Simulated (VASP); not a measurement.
# Si2Mo (I4/mmm) in VASP: further runs

The runs below take Si2Mo through single point, with PBE.

Everything below comes from runs of VASP 6.6.1. Logs are shortened: lines on timing, memory, paths and dates and some standing lists are left out, and cuts for length are marked.

### Step 1. The cell of the first run

Symmetry: I4/mmm, No. 139, tetragonal system. The conventional cell has a = 3.135 Å, b = 3.135 Å, c = 7.701 Å, α = 90.00°, β = 90.00°, γ = 90.00°. Within 3.4 Å of Si (site symmetry 4mm) lie 9 Si at 2.56 to 3.13 Å and 5 Mo at 2.56 to 2.57 Å. Within 3.4 Å of Mo (site symmetry 4/mmm) lie 10 Si at 2.56 to 2.57 Å and 4 Mo at 3.13 Å.

### Step 2. Single point, PBE (12.61 Å³/atom)

Contents of INCAR:

```
SYSTEM = Si2Mo
ALGO = Normal
EDIFF = 1E-7
ENCUT = 520
GGA = PE
ISIF = 2
ISMEAR = -1
LASPH = .TRUE.
LCHARG = .FALSE.
LREAL = .FALSE.
LWAVE = .FALSE.
NBANDS = 18
NELM = 80
PREC = Accurate
SIGMA = 0.05
```

Contents of KPOINTS:

```
k-points
0
G
  20 20 20
  0 0 0
```

Contents of POSCAR:

```
Si2Mo
1.0
   -1.5673377739      1.5673377739      3.8502632003
    1.5673377739     -1.5673377739      3.8502632003
    1.5673377739      1.5673377739     -3.8502632003
Si Mo
2 1
Direct
    0.3340646107      0.3340646107      0.0000000000
    0.6659353893      0.6659353893      0.0000000000
    0.0000000000      0.0000000000      0.0000000000
```

Potentials or basis: VASP PAW PBE potentials, release 64 (Si, Mo_sv).

The run is started by

```sh
$ cat potpaw_PBE.64/Si/POTCAR potpaw_PBE.64/Mo_sv/POTCAR > POTCAR
$ mpirun -np 1 vasp_std > vasp.out
```

OUTCAR:

```text
SYSTEM = Si2Mo
   EDIFF = 1E-7
   ENCUT = 520
   GGA = PE
   ISIF = 2
   ISMEAR = -1
   LASPH = .TRUE.
   LREAL = .FALSE.
   NELM = 80
   PREC = Accurate

 ion  position               nearest neighbor table
   1  0.334  0.334  0.000-   2 2.56   3 2.56   3 2.56   3 2.56   3 2.56   2 2.57   2 2.57   2 2.57
                             2 2.57   3 2.57
   2  0.666  0.666  0.000-   1 2.56   3 2.56   3 2.56   3 2.56   3 2.56   1 2.57   1 2.57   1 2.57
                             1 2.57   3 2.57
   3  0.000  0.000  0.000-   2 2.56   2 2.56   2 2.56   1 2.56   2 2.56   1 2.56   1 2.56   1 2.56
                             1 2.57   2 2.57

  LATTYP: Found a body centered tetragonal cell.
 ALAT       =     3.1346755478
 C/A-ratio  =     2.4565625001

  Lattice vectors:

 A1 = (  -1.5673377739,   1.5673377739,   3.8502632003)
 A2 = (   1.5673377739,  -1.5673377739,   3.8502632003)
 A3 = (   1.5673377739,   1.5673377739,  -3.8502632003)

Analysis of symmetry for initial positions (statically):
=====================================================================
 Subroutine PRICEL returns:
 Original cell was already a primitive cell.

 Routine SETGRP: Setting up the symmetry group for a
 body centered tetragonal supercell.

 Subroutine GETGRP returns: Found 16 space group operations
 (whereof 16 operations were pure point group operations)
 out of a pool of 16 trial point group operations.

The static configuration has the point symmetry D_4h.

Analysis of symmetry for dynamics (positions and initial velocities):
=====================================================================
 Subroutine PRICEL returns:
 Original cell was already a primitive cell.

 Routine SETGRP: Setting up the symmetry group for a
 body centered tetragonal supercell.

 Subroutine GETGRP returns: Found 16 space group operations
 (whereof 16 operations were pure point group operations)
 out of a pool of 16 trial point group operations.

The dynamic configuration has the point symmetry D_4h.

 Subroutine INISYM returns: Found 16 space group operations
 (whereof 16 operations are pure point group operations),
 and found     1 'primitive' translations

----------------------------------------------------------------------------------------

                                     Primitive cell

  volume of cell :      37.8334

  direct lattice vectors                    reciprocal lattice vectors
    -1.567337774  1.567337774  3.850263200     0.000000000  0.319012282  0.129861252
     1.567337774 -1.567337774  3.850263200     0.319012282  0.000000000  0.129861252
     1.567337774  1.567337774 -3.850263200     0.319012282  0.319012282  0.000000000

  length of vectors
     4.442704369  4.442704369  4.442704369     0.344431097  0.344431097  0.451151496

  position of ions in fractional coordinates (direct lattice)
     0.334064611  0.334064611  0.000000000
     0.665935389  0.665935389  0.000000000
     0.000000000  0.000000000  0.000000000

  ion indices of the primitive-cell ions
   primitive index   ion index
                 1           1
                 2           2
                 3           3

----------------------------------------------------------------------------------------

 KPOINTS: k-points

Automatic generation of k-mesh.
 Grid dimensions read from file:
 generate k-points for:   20   20   20

 Generating k-lattice:

  Cartesian coordinates                     Fractional coordinates (reciprocal lattice)
     0.000000000  0.015950614  0.006493063     0.050000000 -0.000000000  0.000000000
     0.015950614  0.000000000  0.006493063    -0.000000000  0.050000000  0.000000000
     0.015950614  0.015950614  0.000000000     0.000000000  0.000000000  0.050000000

  Length of vectors
     0.017221555  0.017221555  0.022557575

  Shift w.r.t. Gamma in fractional coordinates (k-lattice)
     0.000000000  0.000000000  0.000000000

 Subroutine IBZKPT returns following result:
 ===========================================

 Found    641 irreducible k-points:

 Following reciprocal coordinates:
            Coordinates               Weight
  0.000000  0.000000  0.000000      1.000000
  0.050000  0.000000 -0.000000      8.000000
  0.100000 -0.000000  0.000000      8.000000
  0.150000 -0.000000  0.000000      8.000000
  0.200000 -0.000000  0.000000      8.000000
  0.250000  0.000000 -0.000000      8.000000
[... 16 lines left out ...]
 -0.400000  0.050000  0.000000     16.000000
 -0.350000  0.050000  0.000000     16.000000
 [... further k-points ...]
   k-points           NKPTS =    641   k-points in BZ     NKDIM =    641   number of bands    NBANDS=     18
   number of dos      NEDOS =    301   number of ions     NIONS =      3
   total plane-waves  NPLWV =  46656
   dimension x,y,z NGX =    36 NGY =   36 NGZ =   36
   dimension x,y,z NGXF=    72 NGYF=   72 NGZF=   72
   ions per type =               2   1
   NGX,Y,Z   is equivalent  to a cutoff of  13.47, 13.47, 13.47 a.u.
   NGXF,Y,Z  is equivalent  to a cutoff of  26.94, 26.94, 26.94 a.u.
 SYSTEM =  Si2Mo
   PREC   = accura    normal or accurate (medium, high low for compatibility)
   ISTART =      0    job   : 0-new  1-cont  2-samecut
   ICHARG =      2    charge: 1-file 2-atom 10-const
   ISPIN  =      1    spin polarized calculation?
   LNONCOLLINEAR =      F non collinear calculations
   LSORBIT =      F    spin-orbit coupling
   LASPH  =      T    aspherical Exc in radial PAW
   ENCUT  =  520.0 eV  38.22 Ry    6.18 a.u.   8.26  8.26  8.26*2*pi/ulx,y,z
   NELM   =     80;   NELMIN=  2; NELMDL= -5     # of ELM steps
   EDIFF  = 0.1E-06   stopping-criterion for ELM
   LREAL  =      F    real-space projection
   EDIFFG = 0.1E-05   stopping-criterion for IOM
   NSW    =      0    number of steps for IOM
   IBRION =     -1    ionic relax: 0-MD 1-quasi-New 2-CG
   NFREE  =      0    steps in history (QN), initial steepest desc. (CG)
   ISIF   =      2    stress and relaxation
   ISYM   =      2    0-nonsym 1-usesym 2-fastsym
   POTIM  = 0.5000    time-step for ionic-motion
   TEBEG  =    0.0;   TEEND  =   0.0 temperature during run
   PSTRESS=    0.0 pullay stress
   NELECT =      22.0000    total number of electrons
   NUPDOWN=      -1.0000    fix difference up-down
   EMIN   =  10.00;   EMAX   =-10.00  energy-range for DOS
   EFERMI =   0.00;   METHOD = LEGACY
   ISMEAR =    -1;   SIGMA  =   0.05  broadening in eV -4-tet -1-fermi 0-gaus
   EFERMI_NEDOS =   21; number of points for ismear=-14 and -15
   IALGO  =     38    algorithm
   IMIX   =      4    mixing-type and parameters
     AMIX     =   0.40;   BMIX     =  1.00
     AMIX_MAG =   1.60;   BMIX_MAG =  1.00
  volume/ion in A,a.u.               =      12.61        85.10
  Fermi-wavevector in a.u.,A,eV,Ry     =   1.366440  2.582197 25.404225  1.867158
  Thomas-Fermi vector in A             =   2.492580
   LORBIT       =      0    0 simple, 1 ext, 2 COOP (PROOUT), +10 PAW based schemes
   GGA     = PE    functional components
   LHFCALC =     F    Hartree Fock is set to
   AEXX    =    0.0000 exact exchange contribution
   IVDW    =     0    specifies the selected vdW correction
   LEPSILON=     F    determine dielectric tensor
   LRPA    =     F    only Hartree local field effects (RPA)
 non-spin polarized calculation
  energy-cutoff  :      520.00
  volume of cell :       37.83
 maximum number of plane-waves:      1038
 NGX is ok and might be reduce to    36
   NGX = 17   NGY = 17   NGZ = 17

 number of electron      22.0000000 magnetization

 Free energy of the ion-electron system (eV)
  ---------------------------------------------------
  ext. energy  EPLUGINS =         0.00000000
  ---------------------------------------------------
  free energy    TOTEN  =       -23.10802170 eV

  energy without entropy =      -23.10619236  energy(sigma->0) =      -23.10710703

 E-fermi :  13.1986     XC(G=0): -12.7237

 val. band max:       13.1709829662   @ k =   0.5000   0.5000   0.3000
 cond. band min:      13.2207396021   @ k =  -0.4000   0.4000   0.4000
 fundamental gap:      0.0497566359
 Fermi energy:        13.1986426937

 k-point     1 :       0.0000    0.0000    0.0000
  band No.  band energies     occupation
      1     -47.4341      2.00000
      2     -21.6390      2.00000
      3     -21.5143      2.00000
      4     -21.5143      2.00000
      5      -0.7131      2.00000
      6       6.4475      2.00000
[... 10 lines left out ...]
     17      18.6574      0.00000
     18      18.6574      0.00000

 k-point     2 :       0.0500    0.0000   -0.0000
  band No.  band energies     occupation
      1     -47.4335      2.00000
      2     -21.6384      2.00000
      3     -21.5224      2.00000
      4     -21.5135      2.00000
      5      -0.6649      2.00000
      6       6.4573      2.00000
[... 10 lines left out ...]
     17      18.6868      0.00000
     18      18.9627      0.00000

 k-point     3 :       0.1000   -0.0000    0.0000
  band No.  band energies     occupation
      1     -47.4317      2.00000
      2     -21.6367      2.00000
      3     -21.5461      2.00000
      4     -21.5113      2.00000
      5      -0.5209      2.00000
      6       6.4796      2.00000
[... 10 lines left out ...]
     17      18.8333      0.00000
     18      19.6458      0.00000

 k-point     4 :       0.1500   -0.0000    0.0000
  band No.  band energies     occupation
      1     -47.4289      2.00000
      2     -21.6340      2.00000
      3     -21.5826      2.00000
      4     -21.5079      2.00000
      5      -0.2845      2.00000
      6       6.4888      2.00000
[... 10 lines left out ...]
     17      19.2477      0.00000
     18      20.5084      0.00000

 k-point     5 :       0.2000   -0.0000    0.0000
  band No.  band energies     occupation
      1     -47.4255      2.00000
      2     -21.6324      2.00000
      3     -21.6265      2.00000
      4     -21.5035      2.00000
      5       0.0397      2.00000
      6       6.4259      2.00000
[... 10 lines left out ...]
     17      19.9092      0.00000
     18      21.4780      0.00000

 k-point     6 :       0.2500    0.0000   -0.0000
  band No.  band energies     occupation
      1     -47.4216      2.00000
      2     -21.6792      2.00000
      3     -21.6263      2.00000
      4     -21.4987      2.00000
      5       0.4449      2.00000
      6       6.2012      2.00000
[... 10 lines left out ...]
     17      20.5673      0.00000
     18      22.4403      0.00000

 k-point     7 :       0.3000   -0.0000    0.0000
  band No.  band energies     occupation
      1     -47.4177      2.00000
      2     -21.7292      2.00000
      3     -21.6224      2.00000
      4     -21.4939      2.00000
      5       0.9229      2.00000
      6       5.7880      2.00000
[... 10 lines left out ...]
     17      20.7839      0.00000
     18      22.4701      0.00000

 k-point     8 :       0.3500    0.0000   -0.0000
  band No.  band energies     occupation
      1     -47.4142      2.00000
      2     -21.7739      2.00000
      3     -21.6189      2.00000
      4     -21.4896      2.00000
      5       1.4637      2.00000
      6       5.2509      2.00000
[... 10 lines left out ...]
     17      20.5044      0.00000
     18      22.5570      0.00000
[... 229 lines left out ...]
     17      20.2503      0.00000
     18      21.9013      0.00000

 k-point    20 :       0.4500    0.0500    0.0000
  band No.  band energies     occupation
      1     -47.4091      2.00000
      2     -21.8304      2.00000
      3     -21.6138      2.00000
      4     -21.4916      2.00000
      5       2.7836      2.00000
      6       3.9719      2.00000
[... 10 lines left out ...]
     17      20.2267      0.00000
     18      21.2264      0.00000

 k-point    21 :       0.5000    0.0500   -0.0000
  band No.  band energies     occupation
      1     -47.4085      2.00000
      2     -21.8381      2.00000
      3     -21.6128      2.00000
      4     -21.4908      2.00000
      5       3.2432      2.00000
      6       3.4991      2.00000
[... 10 lines left out ...]
     17      20.3578      0.00000
     18      20.9564      0.00000

 k-point    22 :      -0.4500    0.0500   -0.0000
  band No.  band energies     occupation
      1     -47.4091      2.00000
      2     -21.8304      2.00000
      3     -21.6130      2.00000
      4     -21.4915      2.00000
      5       2.6412      2.00000
      6       4.0966      2.00000
[... 10 lines left out ...]
     17      20.3840      0.00000
     18      21.4037      0.00000

 k-point    23 :      -0.4000    0.0500    0.0000
  band No.  band energies     occupation
      1     -47.4109      2.00000
      2     -21.8079      2.00000
      3     -21.6145      2.00000
      4     -21.4937      2.00000
      5       2.0150      2.00000
      6       4.7345      2.00000
[... 10 lines left out ...]
     17      20.4753      0.00000
     18      22.2086      0.00000

 k-point    24 :      -0.3500    0.0500    0.0000
  band No.  band energies     occupation
      1     -47.4137      2.00000
      2     -21.7726      2.00000
      3     -21.6171      2.00000
      4     -21.4972      2.00000
      5       1.4274      2.00000
      6       5.3546      2.00000
[... 10 lines left out ...]
     17      20.6369      0.00000
     18      22.3471      0.00000

 [... further k-points ...]

------------------------ aborting loop because EDIFF is reached ----------------------------------------

  FORCE on cell =-STRESS in cart. coord.  units (eV):
  Direction    XX          YY          ZZ          XY          YZ          ZX
  --------------------------------------------------------------------------------------
  -------------------------------------------------------------------------------------
  Total        4.2026178      4.2026178      4.3613479      0.0000000      0.0000000      0.0000000
  in kB      177.9733045    177.9733045    184.6952399      0.0000000      0.0000000      0.0000000
  external PRESSURE =     180.2139496 kB  Pullay stress =       0.0000000 kB

 VOLUME and BASIS-vectors are now :
 -----------------------------------------------------------------------------
  energy-cutoff  :      520.00
  volume of cell :       37.83
      direct lattice vectors                 reciprocal lattice vectors
    -1.567337774  1.567337774  3.850263200     0.000000000  0.319012282  0.129861252
     1.567337774 -1.567337774  3.850263200     0.319012282  0.000000000  0.129861252
     1.567337774  1.567337774 -3.850263200     0.319012282  0.319012282  0.000000000

 POSITION                                       TOTAL-FORCE (eV/Angst)
 -----------------------------------------------------------------------------------
      0.00000      0.00000      2.57247         0.000000      0.000000     -0.005992
      0.00000      0.00000      5.12805        -0.000000     -0.000000      0.005992
      0.00000      0.00000      0.00000        -0.000000     -0.000000      0.000000
 -----------------------------------------------------------------------------------
    total drift:                               -0.000000      0.000000     -0.000000

  FREE ENERGIE OF THE ION-ELECTRON SYSTEM (eV)
  ---------------------------------------------------
  free  energy   TOTEN  =       -23.1080217013 eV

  energy  without entropy=      -23.1061923575  energy(sigma->0) =      -23.10710703
```

Run time: 9 min. Hardware: 1 thread of Oxide Virtual Turin-like, shared host; peak memory 0.49 GiB.

Results:

```yaml
Free_energy: -23.1080 eV
Pressure: 18.0 GPa
Largest_force: 0.006 eV/Å
Band_gap_on_the_k_mesh: zero (bands 11 and 12 overlap by 1.03 eV)
```

Forces in eV/Å, atoms in the order of the input:
```
Si   0.000  0.000 -0.006
Si   0.000  0.000  0.006
Mo   0.000  0.000  0.000
```

Stress tensor (GPa, compression positive):
```
17.80  0.00  0.00
 0.00 17.80  0.00
 0.00  0.00 18.47
```

Caveat: the cell stands under pressure.

[end of part 1 of 2]

The gap in the log of VASP goes by the Fermi energy; the results here count the filled bands.